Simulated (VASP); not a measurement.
# Ti (P6/mmm) in VASP: a series of runs, part 2 of 2

VASP 6.6.1.

### 3 Relaxation of cell and atoms, PBE

This run uses another cell than the first one: it holds 6 atoms, not 3.

Contents of INCAR:

```
  ALGO = Normal
  EDIFF = 1E-7
  EDIFFG = -0.015
  ENCUT = 500
  GGA = PE
  GGA_COMPAT = F
  IBRION = 2
  ISIF = 3
  ISMEAR = 0
  LASPH = T
  LCHARG = F
  LREAL = F
  LWAVE = F
  NELM = 120
  NELMIN = 4
  NSW = 80
  PREC = Accurate
  SIGMA = 0.1
```

Contents of KPOINTS:

```
k-points
0
Gamma
  12 12 8
```

Contents of POSCAR:

```
Ti
1.0
    2.2897681505     -3.9659947743      0.0000000000
   -4.5795363010      0.0000000000      0.0000000000
    0.0000000000      0.0000000000     -5.6643452948
Ti
6
Direct
    0.0000000000      1.0000000000      0.5000000000
    0.0000000000      1.0000000000      0.0000000000
    0.3333333333      0.6666666667      0.2500000000
    0.3333333333      0.6666666667      0.7500000000
    0.6666666667      0.3333333333      0.2500000000
    0.6666666667      0.3333333333      0.7500000000
```

Potentials or basis: VASP PAW PBE potentials, release 64 (Ti_sv).

Started as:

```console
cat potpaw_PBE.64/Ti_sv/POTCAR > POTCAR
mpirun -np 1 vasp_std > vasp.out
```

OUTCAR:

```text
EDIFF = 1E-7
   EDIFFG = -0.015
   ENCUT = 500
   GGA = PE
   IBRION = 2
   ISIF = 3
   ISMEAR = 0
   LASPH = T
   LREAL = F
   NELM = 120
   NELMIN = 4
   NSW = 80
   PREC = Accurate

 ion  position               nearest neighbor table
   1  0.000  0.000  0.500-   2 2.83   2 2.83
   2  0.000  0.000  0.000-   1 2.83   1 2.83
   3  0.333  0.667  0.250-   5 2.64   5 2.64   5 2.64   4 2.83   4 2.83
   4  0.333  0.667  0.750-   6 2.64   6 2.64   6 2.64   3 2.83   3 2.83
   5  0.667  0.333  0.250-   3 2.64   3 2.64   3 2.64   6 2.83   6 2.83
   6  0.667  0.333  0.750-   4 2.64   4 2.64   4 2.64   5 2.83   5 2.83

  LATTYP: Found a hexagonal cell.
 ALAT       =     4.5795363011
 C/A-ratio  =     1.2368818418

  Lattice vectors:

 A1 = (   2.2897681505,  -3.9659947743,   0.0000000000)
 A2 = (  -4.5795363010,   0.0000000000,   0.0000000000)
 A3 = (   0.0000000000,   0.0000000000,  -5.6643452948)

[... 287 lines left out ...]

  energy without entropy =      -47.03001712  energy(sigma->0) =      -47.04396873

 E-fermi :   8.3904     XC(G=0): -11.5709

 val. band max:        8.3867374838   @ k =   0.2500   0.1667   0.0000
 cond. band min:       8.3965443713   @ k =   0.2500   0.2500   0.0000
 fundamental gap:      0.0098068875
 Fermi energy:         8.3903710220

 k-point     1 :       0.0000    0.0000    0.0000
  band No.  band energies     occupation
      1     -48.5019      2.00000
      2     -48.4340      2.00000
      3     -48.2374      2.00000
      4     -48.1943      2.00000
      5     -48.0733      2.00000
      6     -48.0205      2.00000
[... 1093 lines left out ...]
     42       9.4515      0.00000
     43       9.5328      0.00000

 [... further k-points ...]

------------------------ aborting loop because EDIFF is reached ----------------------------------------

  FORCE on cell =-STRESS in cart. coord.  units (eV):
  Direction    XX          YY          ZZ          XY          YZ          ZX
  --------------------------------------------------------------------------------------
  -------------------------------------------------------------------------------------
  Total       -0.0039104     -0.0039104     -0.0003964      0.0000000     -0.0000000      0.0000000
  in kB       -0.0610615     -0.0610615     -0.0061900      0.0000000     -0.0000000      0.0000000
  external PRESSURE =      -0.0427710 kB  Pullay stress =       0.0000000 kB
[... 21 lines left out ...]
  FREE ENERGIE OF THE ION-ELECTRON SYSTEM (eV)
  ---------------------------------------------------
  free  energy   TOTEN  =       -47.0579203300 eV

  energy  without entropy=      -47.0300171246  energy(sigma->0) =      -47.04396873

 reached required accuracy - stopping structural energy minimisation
```

Run time: 18 min. Hardware: 1 thread of Intel Xeon Platinum 8259CL at 2.50GHz (Skylake/Cascade Lake), shared host; peak memory 0.42 GiB.

What came out:

- Free energy: -47.0579 eV
- Relaxed volume: 17.10 Å³/atom
- Relaxed cell: a = 4.576 Å, b = 4.576 Å, c = 5.659 Å, α = 90.00°, β = 90.00°, γ = 120.00°
- Space group after relaxing (to 0.1 Å): P6/mmm (No. 191)
- Energy gained by relaxing: 0.0 meV/atom
- Ionic steps: 3
- Pressure after relaxing: 0.0 GPa
- Band gap on the k mesh: zero (bands 36 and 37 overlap by 0.29 eV)

The path:
```tsv
step	energy change (eV)	largest force (eV/Å)	pressure (GPa)	volume (Å³)
1	0.0000	0.0000	-0.30	102.88
2	-0.0001	0.0000	0.23	102.39
3	-0.0003	0.0000	0.00	102.60
```

Final structure:
```
Ti
1.0
     2.28780   -3.96259    0.00000
    -4.57561    0.00000    0.00000
     0.00000    0.00000   -5.65899
Ti
6
Direct
  0.00000 0.00000 0.50000
  0.00000 0.00000 0.00000
  0.33333 0.66667 0.25000
  0.33333 0.66667 0.75000
  0.66667 0.33333 0.25000
  0.66667 0.33333 0.75000
```

### 4 Single point, PBE (16.86 Å³/atom)

Contents of INCAR:

```
  PREC = Accurate
  ENCUT = 520
  EDIFF = 1E-6
  ISMEAR = -1
  SIGMA = 0.15
  LREAL = F
  LASPH = T
  NELM = 80
  ALGO = Fast
  ISIF = 2
  LWAVE = F
  LCHARG = F
  GGA = PE
  NBANDS = 25
```

Contents of KPOINTS:

```
Automatic mesh
0
Gamma
  12 12 14
```

Contents of POSCAR:

```
Ti
1.0
    4.5576454656      0.0000000000      0.0000000000
   -2.2788227328      3.9470367547      0.0000000000
    0.0000000000      0.0000000000      2.8120552918
Ti
3
Direct
    0.0000000000      0.0000000000      0.0000000000
    0.3333333333      0.6666666667      0.5000000000
    0.6666666667      0.3333333333      0.5000000000
```

Started as:

```console
cat potpaw_PBE.64/Ti_sv/POTCAR > POTCAR
mpirun -np 1 vasp_std > vasp.out
```

Wall time 8.3 min (1 thread of Intel Xeon 8259CL, shared host); peak memory 0.28 GiB.

Results (log left out):

```
Free energy            : -23.6352 eV
Pressure               : 1.9 GPa
Band gap on the k mesh : zero (bands 18 and 19 overlap by 0.28 eV)
```

Levels at points of the mesh, in eV from the Fermi level:
| k point | band 16 | band 17 | band 18 | band 19 | band 20 | band 21 |
| --- | --- | --- | --- | --- | --- | --- |
| (0.00, 0.00, 0.00) | -0.67 | -0.59 | -0.59 | -0.01 | 0.72 | 1.35 |
| (0.50, 0.00, 0.00) | -0.39 | -0.37 | -0.34 | 0.11 | 0.57 | 1.11 |
| (0.00, 0.00, 0.50) | -1.69 | -1.61 | -1.61 | 1.09 | 1.09 | 1.30 |
| (0.50, 0.00, 0.50) | -1.15 | -0.66 | -0.60 | 0.41 | 0.89 | 1.00 |

### 5 The runs side by side

```csv
task,cell,k mesh,cutoff (eV),smearing,second try,gap on the mesh (eV),pressure (GPa)
single point,"a = 4.534, b = 4.534, c = 2.844 Å, angles 90.0, 90.0, 120.0°, 3 atoms, atomic positions A",12 × 12 × 18,550,gaussian 0.1 eV,not_converged,none,1.5
relaxation of cell and atoms,"relaxed from a = 4.580, b = 4.580, c = 5.664 Å, angles 90.0, 90.0, 120.0°, 6 atoms, atomic positions B",12 × 12 × 8,500,gaussian 0.1 eV,-,none,0.0
single point,"a = 4.558, b = 4.558, c = 2.812 Å, angles 90.0, 90.0, 120.0°, 3 atoms, atomic positions A",12 × 12 × 14,520,fermi-dirac 0.15 eV,-,none,1.9
```

Alike in all rows: level PBE; potentials or basis VASP PAW PBE potentials, release 64 (Ti_sv); no spin polarisation.

Absolute energies hang on the potentials; compare differences alone.
